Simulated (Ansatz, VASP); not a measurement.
## MgO: VASP beside Ansatz

Contents of POSCAR:

```
MgO
1.0
    0.0000000000      1.9981101297      2.1751995859
    1.9981101297      0.0000000000      2.1751995859
    1.9981101297      1.9981101297      0.0000000000
Mg O
1 1
Direct
    0.0000000000      0.0000000000      0.0000000000
    0.5000000000      0.5000000000      0.5000000000
```

Contents of INCAR.step1:

```
PREC = Accurate
ENCUT = 660
ISMEAR = 0
SIGMA = 0.01
LREAL = F
LASPH = T
NELM = 120
NBANDS = 15
GGA = PE
ALGO = Normal
EDIFF = 1E-5
LWAVE = T
LCHARG = F
GGA_COMPAT = F
```

Contents of INCAR.step2:

```
PREC = Accurate
ENCUT = 660
EDIFF = 1E-6
ISMEAR = 0
SIGMA = 0.01
LREAL = F
LASPH = T
NELM = 120
ALGO = Normal
ISIF = 2
LWAVE = F
LCHARG = T
METAGGA = R2SCAN
LMIXTAU = T
LELF = T
LVHAR = T
NBANDS = 15
ISTART = 1
GGA_COMPAT = F
```

KPOINTS

```
regular mesh
0
Gamma
  10 10 10
```

Input for Ansatz:

```yaml
crystal:
  lattice:
    - [0.0, 1.9981101297, 2.1751995859]
    - [1.9981101297, 0.0, 2.1751995859]
    - [1.9981101297, 1.9981101297, 0.0]
  atoms:
    - { symbol: Mg, position: [0.0, 0.0, 0.0] }
    - { symbol: O, position: [0.5, 0.5, 0.5] }
kpoints:
  mp_grid: { grid: [10, 10, 10] }
  band_path:
    path:
      - [0.0, 0.0, 0.0]
      - [0.5, 0.0, 0.5]
      - [0.625, 0.25, 0.625]
      - [0.375, 0.375, 0.75]
      - [0.5, 0.5, 0.5]
      - [0.5, 0.25, 0.75]
    npoints: 1
hamiltonian:
  xc: r2scan
scf:
  occupations: { method: fixed }
  n_extra_bands: 4
output:
  forces: true
  stress: true
  eigenvalues: true
```

Change from the starting cell: epitaxial_xy strain -5.0%.

Alike in both runs: task single point; functional r2SCAN; k mesh 10 × 10 × 10; no spin polarisation.

|  | VASP | Ansatz |
| --- | --- | --- |
| version | VASP 6.6.1 | Ansatz 0.2.0 |
| potentials or method | VASP PAW PBE potentials, release 64 (Mg_sv, O) | plane waves, PAW |
| plane-wave cutoff (eV) | 660 | 500 |
| occupations | gaussian, width 0.01 eV | fixed |
| valence electrons in the cell | 16 | 16 |

|  | VASP | Ansatz | Ansatz less VASP |
| --- | --- | --- | --- |
| gap on the k mesh at the Fermi level (eV) | 6.28 | 6.25 | -0.027 |
| pressure (GPa) | 15.5 | 15.7 | +0.28 |
| traceless stress, the component that is largest in VASP (GPa) | -16.12 | -15.76 | +0.360 |

VASP's potentials were made for PBE, not for r2SCAN.
